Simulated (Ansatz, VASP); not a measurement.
**One calculation of GaSb, two programs**

POSCAR

```
GaSb
1.0
    0.0000000000      3.0658787993      3.0658787993
    3.0658787993      0.0000000000      3.0658787993
    3.0658787993      3.0658787993      0.0000000000
Ga Sb
1 1
Direct
    0.0000000000      0.0000000000      0.0000000000
    0.2500000000      0.2500000000      0.2500000000
```

INCAR.step1

```
PREC = Accurate
ENCUT = 520
EDIFF = 1E-5
ISMEAR = -1
SIGMA = 0.02
LREAL = F
LASPH = T
NELM = 60
ALGO = Normal
ISIF = 2
LWAVE = T
LCHARG = F
NBANDS = 16
GGA = PE
```

INCAR.step2

```
PREC = Accurate
ENCUT = 520
EDIFF = 1E-6
ISMEAR = -1
SIGMA = 0.02
LREAL = F
LASPH = T
NELM = 60
ALGO = Normal
ISIF = 2
LWAVE = F
LCHARG = F
GGA = PE
LHFCALC = T
HFSCREEN = 0.2079
PRECFOCK = Normal
NBANDS = 16
ISTART = 1
```

Contents of KPOINTS:

```
Automatic mesh
0
Gamma
  6 6 6
```

Input for Ansatz:

```yaml
crystal:
  lattice:
    - [0.0, 3.0658787993, 3.0658787993]
    - [3.0658787993, 0.0, 3.0658787993]
    - [3.0658787993, 3.0658787993, 0.0]
  atoms:
    - { symbol: Ga, position: [0.0, 0.0, 0.0] }
    - { symbol: Sb, position: [0.25, 0.25, 0.25] }
kpoints:
  mp_grid: { grid: [6, 6, 6] }
  band_path:
    path:
      - [0.0, 0.0, 0.0]
      - [-0.5, -0.5, 0.0]
      - [-0.375, -0.375, 0.25]
      - [-0.375, 0.0, 0.375]
      - [0.0, 0.0, 0.5]
      - [-0.5, -0.25, 0.25]
    npoints: 1
hamiltonian:
  xc: hse06
scf:
  occupations: { method: fermi_dirac, width: 0.02 }
  n_extra_bands: 4
output:
  forces: true
  stress: true
  eigenvalues: true
```

Alike in both runs: task single point; functional HSE06; k mesh 6 × 6 × 6; occupations fermi-dirac, width 0.02 eV; no spin polarisation.

```csv
,VASP,Ansatz
version,VASP 6.6.1,Ansatz 0.2.0
potentials or method,"VASP PAW PBE potentials, release 64 (Ga_d, Sb)","plane waves, PAW"
plane-wave cutoff (eV),520,420
valence electrons in the cell,18,28
```

```tsv
	VASP	Ansatz	Ansatz less VASP
gap on the k mesh at the Fermi level (eV)	0.79	0.77	-0.019
pressure (GPa)	-0.3	0.2	+0.47
```

VASP's potentials hold 18 valence electrons a cell and Ansatz's 28, so a difference there can come from the potentials and not from the codes. Ansatz's warnings: stress exchange threshold loose, stress scf threshold loose.

Spin-orbit coupling is off throughout.
